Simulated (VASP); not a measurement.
A run of VASP 6.6.1 is set up as follows.

File INCAR:

```
SYSTEM = SrMg
PREC     = Accurate       ! precision mode
ENCUT    = 520            ! plane-wave cutoff, eV
EDIFF    = 1E-8           ! SCF threshold, eV
ISMEAR   = -1             ! smearing method
SIGMA    = 0.05           ! smearing width, eV
LREAL    = .FALSE.        ! projectors in reciprocal space
LASPH    = .TRUE.         ! aspherical terms in the spheres
NELM     = 60             ! most SCF steps
ALGO     = Normal         ! electronic algorithm
ISIF     = 2              ! what is computed and relaxed
LWAVE    = .FALSE.        ! write WAVECAR
LCHARG   = .FALSE.        ! write CHGCAR
GGA      = CA             ! functional
LEFG     = .TRUE.       
NBANDS   = 13             ! bands
```

The input KPOINTS:

```
regular mesh
0
G
  9 9 9
  0 0 0
```

Contents of POSCAR:

```
SrMg
1.0
    3.9764900074      0.0000000000      0.0000000000
    0.0000000000      3.9764900074      0.0000000000
    0.0000000000      0.0000000000      3.9764900074
Sr Mg
1 1
Direct
    0.5000000000      0.5000000000      0.5000000000
    0.0000000000      0.0000000000      0.0000000000
```

Potentials or basis: VASP PAW LDA potentials, release 64 (Sr_sv, Mg).

The run is started by

```sh
$ cat potpaw_LDA.64/Sr_sv/POTCAR potpaw_LDA.64/Mg/POTCAR > POTCAR
$ mpirun -np 1 vasp_std > vasp.out
```

Question: Predict the pressure.

Answer: 1.4 GPa.

Question: What does it give for the band gap on the k mesh?

Answer: Zero (band 6 reaches 3.02 eV, above the bottom of band 7 at 1.68 eV).

Caveat: without QUAD_EFG the Cq values of the log hold for a quadrupole moment of 1 mb, not for the nuclei.
